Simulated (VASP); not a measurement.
Write the native input for VASP 6.6.1 that does the following.

```yaml
Task: single point
Functional: PBE
Potentials_or_basis: VASP PAW PBE potentials, release 64 (Al)
Cutoff: 520 eV
k_mesh: 4 × 4 × 2
Occupations: gaussian, width 0.1 eV
Spin: no spin polarisation
Dipole_correction: no
Further_INCAR_settings: ALGO = Fast; EDIFF = 1e-06; NBANDS = 22
```

The structure of Al lies in POSCAR:

```
Al
1.0
    4.0315349100      0.0000000000      0.0000000000
    0.0000000000      4.0315349100      0.0000000000
    0.0000000000      0.0000000000      8.8307886200
Al
8
Direct
    0.0835224600      0.7550276700      0.1914423300
    0.9164775400      0.2449723300      0.6914423300
    0.2449723300      0.0835224600      0.9414423300
    0.7550276700      0.9164775400      0.4414423300
    0.5792597100      0.5830053900      0.8742315100
    0.4207402900      0.4169946100      0.3742315100
    0.4169946100      0.5792597100      0.6242315100
    0.5830053900      0.4207402900      0.1242315100
```

The cell was built from a structure type or drawn by symmetry, and may not be a known phase.

These files were run (other wordings do the same):

INCAR

```
SYSTEM = Al
  ALGO = Fast
  EDIFF = 1E-6
  ENCUT = 520
  GGA = PE
  ISIF = 2
  ISMEAR = 0
  LASPH = .TRUE.
  LCHARG = .FALSE.
  LREAL = .FALSE.
  LWAVE = .FALSE.
  NBANDS = 22
  NELM = 60
  PREC = Accurate
  SIGMA = 0.1
```

KPOINTS

```
k-points
0
G
  4 4 2
  0 0 0
```

Potentials or basis: VASP PAW PBE potentials, release 64 (Al).

Launch:

```console
$ cat potpaw_PBE.64/Al/POTCAR > POTCAR
$ mpirun -np 1 vasp_std > vasp.out
```

It gave:

```yaml
Pressure: 16.3 GPa
Largest_force: 1.877 eV/Å
Band_gap_on_the_k_mesh: zero (bands 12 and 13 overlap by 2.18 eV)
```

Caveat: the k points lie up to 0.39 Å⁻¹ apart, too coarse for converged energies and pressures of a metal; forces of over 1 eV/Å act on the atoms, so gaps and moduli don't describe the material at rest.

Wall time 69 s on 1 thread of Intel Xeon 8259CL (shared host), peak memory 0.23 GiB.
